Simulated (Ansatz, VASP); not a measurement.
## One calculation of Zr, two programs

The input POSCAR:

```
Zr
1.0
    3.2445832200      0.0000000000      0.0000000000
   -1.6222916100      2.8098914932      0.0000000000
    0.0000000000      0.0000000000      5.1573641137
Zr
2
Direct
    0.3333333333      0.6666666667      0.2500000000
    0.6666666667      0.3333333333      0.7500000000
```

File INCAR.step1:

```
  PREC = Accurate
  ENCUT = 520
  ISMEAR = -1
  SIGMA = 0.1
  LREAL = False
  LASPH = True
  NELM = 100
  NBANDS = 19
  GGA = PE
  ALGO = Normal
  EDIFF = 1E-4
  LWAVE = True
  LCHARG = False
```

INCAR.step2

```
  PREC = Accurate
  ENCUT = 520
  EDIFF = 1E-6
  ISMEAR = -1
  SIGMA = 0.1
  LREAL = False
  LASPH = True
  NELM = 100
  ALGO = Normal
  ISIF = 2
  LWAVE = False
  LCHARG = True
  METAGGA = R2SCAN
  LMIXTAU = True
  LELF = True
  LVHAR = True
  NBANDS = 19
  ISTART = 1
```

The input KPOINTS:

```
Automatic mesh
0
Gamma
  3 3 2
```

Input for Ansatz:

```yaml
crystal:
  lattice:
    - [3.24458322, 0.0, 0.0]
    - [-1.62229161, 2.8098914932, 0.0]
    - [0.0, 0.0, 5.1573641137]
  atoms:
    - { symbol: Zr, position: [0.3333333333, 0.6666666667, 0.25] }
    - { symbol: Zr, position: [0.6666666667, 0.3333333333, 0.75] }
hamiltonian:
  xc: r2scan
  pseudopotentials:
    kind: paw
    azcp:
      Zr: "pseudopotentials/Zr.paw.azcp"
basis:
  ecutwfc: 500
  fft_grid_basis: typed
kpoints:
  mp_grid: { grid: [3, 3, 2], shift: [0, 0, 0] }
magnetization:
  spin_polarized: false
scf:
  occupations: { method: fermi_dirac, width: 0.1 }
  lower_state_search: "off"
output:
  stress: true
```

Alike in both runs: task single point; functional r2SCAN; k mesh 3 × 3 × 2; occupations fermi-dirac, width 0.1 eV; no spin polarisation.

```csv
,VASP,Ansatz
version,VASP 6.6.1,Ansatz 0.2.0
potentials or method,"VASP PAW PBE potentials, release 64 (Zr_sv), cutoff 520 eV","plane waves (500 eV) with PAW, scalar-relativistic"
valence electrons in the cell,24,24
```

```csv
,VASP,Ansatz,Ansatz less VASP
pressure (GPa),-1.2,-1.2,-0.01
"traceless stress, the component that is largest in VASP (GPa)",1.26,1.32,+0.053
```

VASP's potentials were made for PBE, not for r2SCAN. With one functional, cell and mesh, what is left measures potentials, basis and numerics.

The k mesh is coarse, so the values compare programs but aren't converged.
